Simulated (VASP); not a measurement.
# NbAl2C2 (P6/mmm) in VASP: a series of runs

The runs below take NbAl2C2 through single point, relaxation of cell and atoms, with PBE.

Program: VASP 6.6.1. These are calculated values, not measurements. Logs are shortened: lines on timing, memory, paths and dates and some standing lists are left out, and cuts for length are marked.

## 1. The cell of the first run

Symmetry: P6/mmm, No. 191, hexagonal system. Conventional cell: a = 3.490 Å, b = 3.490 Å, c = 6.899 Å, α = 90.00°, β = 90.00°, γ = 120.00°. Al (site symmetry -6m2) has 3 Al at 2.02 Å and 6 C at 2.13 Å within 2.7 Å. Within 3.7 Å of Nb (site symmetry 6/mmm) lie 2 C at 2.77 Å and 6 Nb at 3.49 Å. Within 1.8 Å of C (site symmetry 6mm) lie 1 C at 1.35 Å.

The cell was built from a structure type or drawn by symmetry, and may not be a known phase.

## 2. Single point, PBE

Input file INCAR:

```
ALGO = Normal
EDIFF = 1E-6
ENCUT = 520
GGA = PE
ISIF = 2
ISMEAR = 0
LASPH = T
LCHARG = F
LREAL = F
LWAVE = F
NBANDS = 22
NELM = 60
PREC = Accurate
SIGMA = 0.1
```

Input file KPOINTS:

```
k-points
0
Gamma
  6 6 4
```

Input file POSCAR:

```
NbAl2C2
1.0
    3.4901982800      0.0000000000      0.0000000000
   -1.7450991400      3.0226003700      0.0000000000
    0.0000000000      0.0000000000      6.8994612600
Al Nb C
2 1 2
Direct
    0.3333333300      0.6666666700      0.0000000000
    0.6666666700      0.3333333300      0.0000000000
    0.0000000000      0.0000000000      0.5000000000
    0.0000000000      0.0000000000      0.9019414100
    0.0000000000      0.0000000000      0.0980585900
```

Potentials or basis: VASP PAW PBE potentials, release 64 (Al, Nb_sv, C).

Launch:

```sh
$ cat potpaw_PBE.64/Al/POTCAR potpaw_PBE.64/Nb_sv/POTCAR potpaw_PBE.64/C/POTCAR > POTCAR
$ mpirun -np 1 vasp_std > vasp.out
```

OUTCAR:

```text
EDIFF = 1E-6
   ENCUT = 520
   GGA = PE
   ISIF = 2
   ISMEAR = 0
   LASPH = T
   LREAL = F
   NELM = 60
   PREC = Accurate

 ion  position               nearest neighbor table
   1  0.333  0.667  0.000-   2 2.02   2 2.02   2 2.02   5 2.13   4 2.13   5 2.13   4 2.13   5 2.13
                             4 2.13
   2  0.667  0.333  0.000-   1 2.02   1 2.02   1 2.02   5 2.13   4 2.13   4 2.13   5 2.13   4 2.13
                             5 2.13
   3  0.000  0.000  0.500-
   4  0.000  0.000  0.902-   5 1.35   2 2.13   1 2.13   1 2.13   2 2.13   2 2.13   1 2.13
   5  0.000  0.000  0.098-   4 1.35   2 2.13   1 2.13   1 2.13   2 2.13   2 2.13   1 2.13

  LATTYP: Found a hexagonal cell.
 ALAT       =     3.4901982800
 C/A-ratio  =     1.9768106871

  Lattice vectors:

 A1 = (   3.4901982800,   0.0000000000,   0.0000000000)
 A2 = (  -1.7450991400,   3.0226003700,   0.0000000000)
 A3 = (   0.0000000000,   0.0000000000,   6.8994612600)

Analysis of symmetry for initial positions (statically):
=====================================================================
 Subroutine PRICEL returns:
 Original cell was already a primitive cell.

 Routine SETGRP: Setting up the symmetry group for a
 hexagonal supercell.

 Subroutine GETGRP returns: Found 24 space group operations
 (whereof 24 operations were pure point group operations)
 out of a pool of 24 trial point group operations.

The static configuration has the point symmetry D_6h.

Analysis of symmetry for dynamics (positions and initial velocities):
=====================================================================
 Subroutine PRICEL returns:
 Original cell was already a primitive cell.

 Routine SETGRP: Setting up the symmetry group for a
 hexagonal supercell.

 Subroutine GETGRP returns: Found 24 space group operations
 (whereof 24 operations were pure point group operations)
 out of a pool of 24 trial point group operations.

The dynamic configuration has the point symmetry D_6h.

 Subroutine INISYM returns: Found 24 space group operations
 (whereof 24 operations are pure point group operations),
 and found     1 'primitive' translations

----------------------------------------------------------------------------------------

                                     Primitive cell

  volume of cell :      72.7857

  direct lattice vectors                    reciprocal lattice vectors
     3.490198280  0.000000000  0.000000000     0.286516673  0.165420479  0.000000000
    -1.745099140  3.022600370  0.000000000     0.000000000  0.330840957  0.000000000
     0.000000000  0.000000000  6.899461260     0.000000000  0.000000000  0.144938853

  length of vectors
     3.490198280  3.490198276  6.899461260     0.330840957  0.330840957  0.144938853

  position of ions in fractional coordinates (direct lattice)
     0.333333330  0.666666670  0.000000000
     0.666666670  0.333333330  0.000000000
     0.000000000  0.000000000  0.500000000
     0.000000000  0.000000000  0.901941410
     0.000000000  0.000000000  0.098058590

  ion indices of the primitive-cell ions
   primitive index   ion index
                 1           1
                 2           2
                 3           3
                 4           4
                 5           5

----------------------------------------------------------------------------------------

 KPOINTS: k-points

Automatic generation of k-mesh.
 Grid dimensions read from file:
 generate k-points for:    6    6    4

 Generating k-lattice:

  Cartesian coordinates                     Fractional coordinates (reciprocal lattice)
     0.047752779  0.027570080  0.000000000     0.166666667  0.000000000  0.000000000
     0.000000000  0.055140160  0.000000000     0.000000000  0.166666667  0.000000000
     0.000000000  0.000000000  0.036234713     0.000000000  0.000000000  0.250000000

  Length of vectors
     0.055140159  0.055140160  0.036234713

  Shift w.r.t. Gamma in fractional coordinates (k-lattice)
     0.000000000  0.000000000  0.000000000

 Subroutine IBZKPT returns following result:
 ===========================================

 Found     21 irreducible k-points:

 Following reciprocal coordinates:
            Coordinates               Weight
  0.000000  0.000000  0.000000      1.000000
  0.166667  0.000000  0.000000      6.000000
  0.333333 -0.000000  0.000000      6.000000
  0.500000  0.000000  0.000000      3.000000
  0.166667  0.166667  0.000000      6.000000
  0.333333  0.166667  0.000000     12.000000
[... 13 lines left out ...]
  0.333333  0.166667  0.500000     12.000000
  0.333333  0.333333  0.500000      2.000000
   k-points           NKPTS =     21   k-points in BZ     NKDIM =     21   number of bands    NBANDS=     22
   number of dos      NEDOS =    301   number of ions     NIONS =      5
   total plane-waves  NPLWV =  42336
   dimension x,y,z NGX =    28 NGY =   28 NGZ =   54
   dimension x,y,z NGXF=    56 NGYF=   56 NGZF=  108
   ions per type =               2   1   2
   NGX,Y,Z   is equivalent  to a cutoff of  13.34, 13.34, 13.01 a.u.
   NGXF,Y,Z  is equivalent  to a cutoff of  26.67, 26.67, 26.02 a.u.
 SYSTEM =  unknown system
   PREC   = accura    normal or accurate (medium, high low for compatibility)
   ISTART =      0    job   : 0-new  1-cont  2-samecut
   ICHARG =      2    charge: 1-file 2-atom 10-const
   ISPIN  =      1    spin polarized calculation?
   LNONCOLLINEAR =      F non collinear calculations
   LSORBIT =      F    spin-orbit coupling
   LASPH  =      T    aspherical Exc in radial PAW
   ENCUT  =  520.0 eV  38.22 Ry    6.18 a.u.   6.49  6.49 12.83*2*pi/ulx,y,z
   NELM   =     60;   NELMIN=  2; NELMDL= -5     # of ELM steps
   EDIFF  = 0.1E-05   stopping-criterion for ELM
   LREAL  =      F    real-space projection
   EDIFFG = 0.1E-04   stopping-criterion for IOM
   NSW    =      0    number of steps for IOM
   IBRION =     -1    ionic relax: 0-MD 1-quasi-New 2-CG
   NFREE  =      0    steps in history (QN), initial steepest desc. (CG)
   ISIF   =      2    stress and relaxation
   ISYM   =      2    0-nonsym 1-usesym 2-fastsym
   POTIM  = 0.5000    time-step for ionic-motion
   TEBEG  =    0.0;   TEEND  =   0.0 temperature during run
   PSTRESS=    0.0 pullay stress
   NELECT =      27.0000    total number of electrons
   NUPDOWN=      -1.0000    fix difference up-down
   EMIN   =  10.00;   EMAX   =-10.00  energy-range for DOS
   EFERMI =   0.00;   METHOD = LEGACY
   ISMEAR =     0;   SIGMA  =   0.10  broadening in eV -4-tet -1-fermi 0-gaus
   EFERMI_NEDOS =   21; number of points for ismear=-14 and -15
   IALGO  =     38    algorithm
   IMIX   =      4    mixing-type and parameters
     AMIX     =   0.40;   BMIX     =  1.00
     AMIX_MAG =   1.60;   BMIX_MAG =  1.00
  volume/ion in A,a.u.               =      14.56        98.24
  Fermi-wavevector in a.u.,A,eV,Ry     =   1.176289  2.222864 18.825784  1.383656
  Thomas-Fermi vector in A             =   2.312655
   LORBIT       =      0    0 simple, 1 ext, 2 COOP (PROOUT), +10 PAW based schemes
   GGA     = PE    functional components
   LHFCALC =     F    Hartree Fock is set to
   AEXX    =    0.0000 exact exchange contribution
   IVDW    =     0    specifies the selected vdW correction
   LEPSILON=     F    determine dielectric tensor
   LRPA    =     F    only Hartree local field effects (RPA)
 non-spin polarized calculation
 Gauss-broadening in eV      SIGMA  =   0.10
  energy-cutoff  :      520.00
  volume of cell :       72.79
 maximum number of plane-waves:      1988
 NGX is ok and might be reduce to    28
   NGX = 13   NGY = 13   NGZ = 25

 number of electron      26.9999999 magnetization

 Free energy of the ion-electron system (eV)
  ---------------------------------------------------
  ext. energy  EPLUGINS =         0.00000000
  ---------------------------------------------------
  free energy    TOTEN  =       -20.95430516 eV

  energy without entropy =      -20.93051574  energy(sigma->0) =      -20.94241045

 E-fermi :   7.3779     XC(G=0): -10.4241

 val. band max:        7.3770348554   @ k =   0.1667   0.0000   0.5000
 cond. band min:       7.3939927639   @ k =   0.0000   0.0000   0.2500
 fundamental gap:      0.0169579085
 Fermi energy:         7.3779101886

 k-point     1 :       0.0000    0.0000    0.0000
  band No.  band energies     occupation
      1     -48.4866      2.00000
      2     -24.6756      2.00000
      3     -24.2382      2.00000
      4     -24.2382      2.00000
      5     -11.8803      2.00000
      6      -1.9226      2.00000
[... 14 lines left out ...]
     21      10.4628      0.00000
     22      12.1996      0.00000

 k-point     2 :       0.1667    0.0000    0.0000
  band No.  band energies     occupation
      1     -48.4827      2.00000
      2     -24.6703      2.00000
      3     -24.2819      2.00000
      4     -24.2489      2.00000
      5     -11.6507      2.00000
      6      -1.6348      2.00000
[... 14 lines left out ...]
     21      11.5947      0.00000
     22      13.0296      0.00000

 k-point     3 :       0.3333   -0.0000    0.0000
  band No.  band energies     occupation
      1     -48.4750      2.00000
      2     -24.6595      2.00000
      3     -24.3684      2.00000
      4     -24.2703      2.00000
      5     -11.1146      2.00000
      6      -3.3147      2.00000
[... 14 lines left out ...]
     21      12.0080      0.00000
     22      13.7549      0.00000
[... 401 lines left out ...]
 k-point    20 :       0.3333    0.1667    0.5000
  band No.  band energies     occupation
      1     -48.4711      2.00000
      2     -24.6542      2.00000
      3     -24.3893      2.00000
      4     -24.3032      2.00000
      5     -10.7991      2.00000
      6      -3.7049      2.00000
[... 14 lines left out ...]
     21      13.3372      0.00000
     22      13.7163      0.00000

 k-point    21 :       0.3333    0.3333    0.5000
  band No.  band energies     occupation
      1     -48.4692      2.00000
      2     -24.6515      2.00000
      3     -24.3598      2.00000
      4     -24.3598      2.00000
      5     -10.6366      2.00000
      6      -3.1124      2.00000
[... 14 lines left out ...]
     21      13.2248      0.00000
     22      13.2248      0.00000

------------------------ aborting loop because EDIFF is reached ----------------------------------------

  FORCE on cell =-STRESS in cart. coord.  units (eV):
  Direction    XX          YY          ZZ          XY          YZ          ZX
  --------------------------------------------------------------------------------------
  -------------------------------------------------------------------------------------
  Total       21.6552174     21.6552174     -1.7897582     -0.0000000      0.0000000      0.0000000
  in kB      476.6802070    476.6802055    -39.3966177     -0.0000000      0.0000000      0.0000000
  external PRESSURE =     304.6545983 kB  Pullay stress =       0.0000000 kB

 VOLUME and BASIS-vectors are now :
 -----------------------------------------------------------------------------
  energy-cutoff  :      520.00
  volume of cell :       72.79
      direct lattice vectors                 reciprocal lattice vectors
     3.490198280  0.000000000  0.000000000     0.286516673  0.165420479  0.000000000
    -1.745099140  3.022600370  0.000000000     0.000000000  0.330840957  0.000000000
     0.000000000  0.000000000  6.899461260     0.000000000  0.000000000  0.144938853

 POSITION                                       TOTAL-FORCE (eV/Angst)
 -----------------------------------------------------------------------------------
     -0.00000      2.01507      0.00000         0.000000     -0.000000      0.000000
      1.74510      1.00753      0.00000        -0.000000      0.000000      0.000000
      0.00000      0.00000      3.44973        -0.000000      0.000000      0.000000
      0.00000      0.00000      6.22291        -0.000000     -0.000000     -9.699307
      0.00000      0.00000      0.67655        -0.000000      0.000000      9.699307
 -----------------------------------------------------------------------------------
    total drift:                               -0.000000     -0.000000      0.000000

  FREE ENERGIE OF THE ION-ELECTRON SYSTEM (eV)
  ---------------------------------------------------
  free  energy   TOTEN  =       -20.9543051583 eV

  energy  without entropy=      -20.9305157360  energy(sigma->0) =      -20.94241045
```

It took 98 s on 1 thread of AMD EPYC 7R13, shared host; peak memory 0.17 GiB.

What came out:

```
Free energy            : -20.9543 eV
Pressure               : 30.5 GPa
Largest force          : 9.699 eV/Å
Band gap on the k mesh : zero (an odd number of electrons rules out a gap without spin polarisation)
```

Forces in eV/Å, atoms in the order of the input:
```
Al   0.000  0.000  0.000
Al   0.000  0.000  0.000
Nb   0.000  0.000  0.000
C    0.000  0.000 -9.699
C    0.000  0.000  9.699
```

Stress tensor (GPa, compression positive):
```
47.67  0.00  0.00
 0.00 47.67  0.00
 0.00  0.00 -3.94
```

Caveat: the cell stands under pressure; forces of over 1 eV/Å act on the atoms, so gaps and moduli don't describe the material at rest.

[end of part 1 of 2]
